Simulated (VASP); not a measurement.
Write the native input for VASP 6.6.1 that does the following.

| Item | Value |
| --- | --- |
| Task | single point |
| Functional | PBEsol |
| Potentials or basis | VASP PAW PBE potentials, release 64 (W_sv) |
| Cutoff | 520 eV |
| k mesh | 11 × 11 × 1 |
| Occupations | fermi-dirac, width 0.1 eV |
| Spin | no spin polarisation |
| Dipole correction | yes |
| Further INCAR settings | ALGO = Normal; EDIFF = 1e-07; NBANDS = 43 |

The structure of W lies in POSCAR:

```
W
1.0
    4.4602931094      0.0000000000      0.0000000000
   -2.2301465547      3.8627271411      0.0000000000
    0.0000000000      0.0000000000     19.6418000000
W
5
Direct
    0.8333333333      0.1666666667      0.4201524981
    0.1666666667      0.8333333333      0.4564785035
    0.5000000000      0.5000000000      0.5000000003
    0.8333333333      0.1666666667      0.5435214968
    0.1666666667      0.8333333333      0.5798475014
```

One way to write it, as run:

INCAR

```
ALGO = Normal ; DIPOL = 0.5 0.5 0.500
EDIFF = 1E-7 ; ENCUT = 520
GGA = PS ; IDIPOL = 3
ISIF = 2 ; ISMEAR = -1
LASPH = True ; LCHARG = False
LDIPOL = True ; LREAL = False
LWAVE = False ; NBANDS = 43
NELM = 80 ; PREC = Accurate
SIGMA = 0.1
```

KPOINTS

```
k-points
0
Gamma
  11 11 1
```

Potentials or basis: VASP PAW PBE potentials, release 64 (W_sv).

Run with:

```sh
$ cat potpaw_PBE.64/W_sv/POTCAR > POTCAR
$ mpirun -np 1 vasp_std > vasp.out
```

Results of the run:

```yaml
Largest_force: 0.116 eV/Å
Band_gap_on_the_k_mesh: zero (band 35 reaches -0.49 eV, above the bottom of band 36 at -0.51 eV)
```

Caveat: the PAW data sets were made with another functional, which shifts forces and pressure a little; spin-orbit coupling is left out, which moves the levels of the heavy elements.

Run time: 3.7 min on 1 thread of AMD EPYC 9R45 (Zen 5), with other jobs on the host, peak memory 0.49 GiB.
